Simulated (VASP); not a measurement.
Runs of VASP 6.6.1 on B3N2. The structure is that of space group Pm-3m (No. 221), or close to it. The cells are those of the table. 

```tsv
task	spin	cell	cutoff (eV)	gap on the mesh (eV)	pressure (GPa)	moment (μB)
single point	collinear, ferromagnetic start	a = 3.706 Å, 5 atoms	520	none	-28.7	0.48
relaxation of cell and atoms	off	relaxed from a = 3.706 Å, 5 atoms	600	none	-0.7	-
single point	collinear, ferromagnetic start	a = 3.353 Å, 5 atoms	520	none	-0.2	(a)
single point	off	a = 3.353 Å, 5 atoms	520	none	-0.2	-
```

Alike in all rows: level PBE; potentials or basis VASP PAW PBE potentials, release 64 (B, N); k mesh 6 × 6 × 6; smearing gaussian 0.1 eV.

Estimate the missing entries.

(a) 0.00.

A gap of «none» marks levels without a gap at the run's occupations.
